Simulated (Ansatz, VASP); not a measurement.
# Two plane-wave programs on KF

```
K F
1.0
     0.00000    2.62003    2.67350
     2.62003    0.00000    2.67350
     2.62003    2.62003    0.00000
K F
1 1
Direct
  0.00000 0.00000 0.00000
  0.50000 0.50000 0.50000
```

Change from the starting cell: strain -0.0200 x Voigt [1, 1, 0, 0, 0, 0], atoms carried along.

Alike in both runs: task single point; functional r2SCAN; k mesh 8 × 8 × 8; occupations gaussian, width 0.05 eV; no spin polarisation.

|  | VASP | Ansatz |
| --- | --- | --- |
| version | VASP 6.6.1 | Ansatz 0.2.0 |
| potentials or method | VASP PAW PBE potentials, release 64 (K_sv, F), cutoff 520 eV | scalar-relativistic, plane waves, PAW |
| valence electrons in the cell | 16 | 16 |

Ansatz gave:

```
gap on the k mesh at the Fermi level (eV)                     : 7.03
least direct gap on the mesh (eV)                             : 7.03
pressure (GPa)                                                : 1.0
traceless stress, the component that is largest in VASP (GPa) : -0.93
```

**Question.** Estimate VASP's values.

**Answer.** gap on the k mesh at the Fermi level (eV): 7.03; least direct gap on the mesh (eV): 7.03; pressure (GPa): 0.9; traceless stress, the component that is largest in VASP (GPa): -0.96.

VASP's potentials were made for PBE, not for r2SCAN.
